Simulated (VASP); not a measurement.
Set up this calculation in VASP 6.6.1, as the native input.

```yaml
Task: single point
Functional: PBEsol
Dispersion: D3(BJ)
Potentials_or_basis: VASP PAW PBE potentials, release 64 (C)
Cutoff: 520 eV
k_mesh: 21 × 21 × 12
Occupations: gaussian, width 0.15 eV
Spin: no spin polarisation
Dipole_correction: no
Further_INCAR_settings: ALGO = Normal; EDIFF = 1e-06; NBANDS = 11
```

The structure of C lies in POSCAR:

```
C
1.0
    2.4166153542      0.0000000000      0.0000000000
   -1.2083076771      2.0928502879      0.0000000000
    0.0000000000      0.0000000000      3.4705398879
C
2
Direct
    0.3380317105      0.6760634210      0.0000000000
    0.6619682895      0.3239365790      0.0000000000
```

This cell differs from its parent crystal: atoms displaced along a vibrational mode, the cell strained.

The input as run:

INCAR

```
ALGO = Normal ; EDIFF = 1E-6
ENCUT = 520 ; GGA = PS
ISIF = 2 ; ISMEAR = 0
IVDW = 12 ; LASPH = T
LCHARG = T ; LELF = T
LREAL = F ; LVHAR = T
LWAVE = F ; NBANDS = 11
NELM = 60 ; PREC = Accurate
SIGMA = 0.15
```

KPOINTS

```
k-points
0
Gamma
  21 21 12
```

Potentials or basis: VASP PAW PBE potentials, release 64 (C).

Run with:

```bash
$ cat potpaw_PBE.64/C/POTCAR > POTCAR
$ mpirun -np 1 vasp_std > vasp.out
```

It gave:

| Property | Result |
| --- | --- |
| Pressure | 17.2 GPa |
| Largest force | 2.593 eV/Å |
| Band gap on the k mesh | zero (bands 4 and 5 overlap by 0.53 eV) |
| Dispersion energy per atom | -0.106 eV |

Caveat: the cell differs from its parent crystal (atoms displaced along a vibrational mode, the cell strained); the stress differs along the axes, from 0 to 32 GPa; the PAW data sets were made with another functional, which shifts forces and pressure a little.

It took 2.2 min on 1 thread of Intel(R) Xeon(R) Platinum 8259CL CPU @ 2.50GHz (Skylake/Cascade Lake), with other jobs on the host, peak memory 0.24 GiB.
